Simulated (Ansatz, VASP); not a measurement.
Two plane-wave programs on Sn

INCAR

```
PREC = Accurate ; ENCUT = 520
EDIFF = 1E-6 ; ISMEAR = 0
SIGMA = 0.15 ; LREAL = False
LASPH = True ; NELM = 60
ALGO = Normal ; ISIF = 2
LWAVE = False ; LCHARG = True
GGA = PS ; LELF = True
LVHAR = True ; NBANDS = 21
```

Contents of KPOINTS:

```
Automatic mesh
0
Gamma
  12 12 12
```

The input POSCAR:

```
Sn
1.0
    0.0000000000      3.3754240000      3.3754240000
    3.3754240000      0.0000000000      3.3754240000
    3.3754240000      3.3754240000      0.0000000000
Sn
2
Direct
    0.5000000000      0.5000000000      0.5000000000
    0.7500000000      0.7500000000      0.7500000000
```

Input for Ansatz:

```yaml
crystal:
  lattice:
    - [0.0, 3.375424, 3.375424]
    - [3.375424, 0.0, 3.375424]
    - [3.375424, 3.375424, 0.0]
  atoms:
    - { symbol: Sn, position: [0.5, 0.5, 0.5] }
    - { symbol: Sn, position: [0.75, 0.75, 0.75] }
basis:
  ecutwfc: 420
kpoints:
  mp_grid: { grid: [12, 12, 12] }
hamiltonian:
  xc: pbesol
scf:
  occupations: { method: gaussian, width: 0.15 }
output:
  forces: true
  stress: true
  eigenvalues: true
```

Change from the starting cell: strain +0.040 along x and y, +0.040 along z, atoms carried along.

Alike in both runs: task single point; functional PBEsol; k mesh 12 × 12 × 12; occupations gaussian, width 0.15 eV; no spin polarisation.

|  | VASP | Ansatz |
| --- | --- | --- |
| version | VASP 6.6.1 | Ansatz 0.2.0 |
| potentials or method | VASP PAW PBE potentials, release 64 (Sn_d), cutoff 520 eV | scalar-relativistic, plane waves, PAW |
| valence electrons in the cell | 28 | 28 |

```tsv
	VASP	Ansatz	Ansatz less VASP
gap on the k mesh at the Fermi level (eV)	none	none	-
pressure (GPa)	-3.2	-3.1	+0.05
```

VASP's potentials were made for PBE, not for PBEsol. A gap of «none» marks a metal or a gap that the smearing closes.
